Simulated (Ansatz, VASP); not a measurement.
# Two plane-wave programs on NaCl

INCAR

```
PREC     = Accurate       # precision mode
ENCUT    = 520            # plane-wave cutoff, eV
EDIFF    = 1E-7           # SCF threshold, eV
ISMEAR   = 0              # smearing method
SIGMA    = 0.1            # smearing width, eV
LREAL    = F              # projectors in reciprocal space
LASPH    = T              # aspherical terms in the spheres
NELM     = 60             # most SCF steps
ALGO     = Normal         # electronic algorithm
ISIF     = 2              # what is computed and relaxed
LWAVE    = F              # write WAVECAR
LCHARG   = F              # write CHGCAR
GGA      = CA             # functional
NBANDS   = 14             # bands
```

File KPOINTS:

```
Automatic mesh
0
Gamma
  6 6 6
```

Contents of POSCAR:

```
NaCl
1.0
    0.0000000000      2.8100000000      2.8100000000
    2.8100000000      0.0000000000      2.8100000000
    2.8100000000      2.8100000000      0.0000000000
Na Cl
1 1
Direct
    0.0000000000      0.0000000000      0.0000000000
    0.5000000000      0.5000000000      0.5000000000
```

Input for Ansatz:

```yaml
crystal:
  lattice:
    - [0.0, 2.81, 2.81]
    - [2.81, 0.0, 2.81]
    - [2.81, 2.81, 0.0]
  atoms:
    - { symbol: Na, position: [0.0, 0.0, 0.0] }
    - { symbol: Cl, position: [0.5, 0.5, 0.5] }
basis:
  ecutwfc: 420
kpoints:
  mp_grid: { grid: [6, 6, 6] }
hamiltonian:
  xc: lda
  pseudopotentials: { kind: paw }
scf:
  occupations: { method: gaussian, width: 0.1 }
output:
  forces: true
  stress: true
  eigenvalues: true
```

Alike in both runs: task single point; functional LDA; k mesh 6 × 6 × 6; occupations gaussian, width 0.1 eV; no spin polarisation.

|  | VASP | Ansatz |
| --- | --- | --- |
| version | VASP 6.6.1 | Ansatz 0.2.0 |
| potentials or method | VASP PAW LDA potentials, release 64 (Na_pv, Cl), cutoff 520 eV | scalar-relativistic, plane waves, PAW |
| valence electrons in the cell | 14 | 16 |

```tsv
	VASP	Ansatz	Ansatz less VASP
gap on the k mesh at the Fermi level (eV)	4.74	4.73	-0.006
least direct gap on the mesh (eV)	4.74	4.73	-0.006
pressure (GPa)	-2.2	-2.2	+0.02
```

LDA's correlation is that of Perdew and Zunger in VASP and of Perdew and Wang (1992) in Ansatz. VASP's potentials hold 14 valence electrons a cell and Ansatz's 16, so a difference there can come from the potentials and not from the codes.
